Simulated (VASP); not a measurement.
## P: single point with PBE

The system is P.

```
P
1.0
     5.02421    2.90073    1.30565
    -5.02421    2.90073    1.30565
     0.00000   -5.80146    1.30565
P
6
Cartesian
  0.5936 -4.0413 1.7774
  3.2030 2.5347 1.7774
  -3.7966 1.5066 1.7774
  -0.5936 4.0413 2.1395
  -3.2030 -2.5347 2.1395
  3.7966 -1.5066 2.1395
```

```yaml
Program: VASP 6.6.1
Task: single point
Functional: PBE
Potentials_or_basis: VASP PAW PBE potentials, release 64 (P)
Cutoff: 520 eV
k_mesh: 6 × 6 × 6
Occupations: gaussian, width 0.1 eV
Spin: no spin polarisation
```

* Pressure: 5.9 GPa
* Largest force: 1.955 eV/Å
* Band gap on the k mesh: zero (bands 15 and 16 overlap by 0.95 eV)

Forces in eV/Å, atoms in the order of the input:
```
P    0.692  1.077  1.478
P   -1.278  0.061  1.478
P    0.587 -1.137  1.478
P   -0.692 -1.077 -1.478
P    1.278 -0.061 -1.478
P   -0.587  1.137 -1.478
```

Stress tensor (GPa, compression positive):
```
6.59 0.00 0.00
0.00 6.59 0.00
0.00 0.00 4.65
```

Levels at points of the mesh, in eV from the Fermi level:
| k point | band 13 | band 14 | band 15 | band 16 | band 17 | band 18 |
| --- | --- | --- | --- | --- | --- | --- |
| (0.00, 0.00, 0.00) | -1.22 | -1.08 | 0.56 | 0.56 | 0.62 | 0.62 |
| (0.50, 0.00, 0.00) | -2.04 | -0.90 | -0.54 | 0.83 | 1.26 | 1.30 |
| (0.50, 0.50, 0.00) | -1.29 | -1.05 | -0.31 | -0.20 | 0.07 | 1.39 |
| (0.50, 0.50, 0.50) | -2.01 | -0.31 | -0.31 | 0.00 | 0.00 | 1.60 |

Wall time 3.5 min on 1 thread of Intel Xeon 8259CL (shared host), peak memory 0.33 GiB.

Caveat: the cell stands under pressure; this functional lacks dispersion, which holds the molecules together, so the pressure and a relaxed volume are unreliable; forces of over 1 eV/Å act on the atoms, so gaps and moduli don't describe the material at rest.
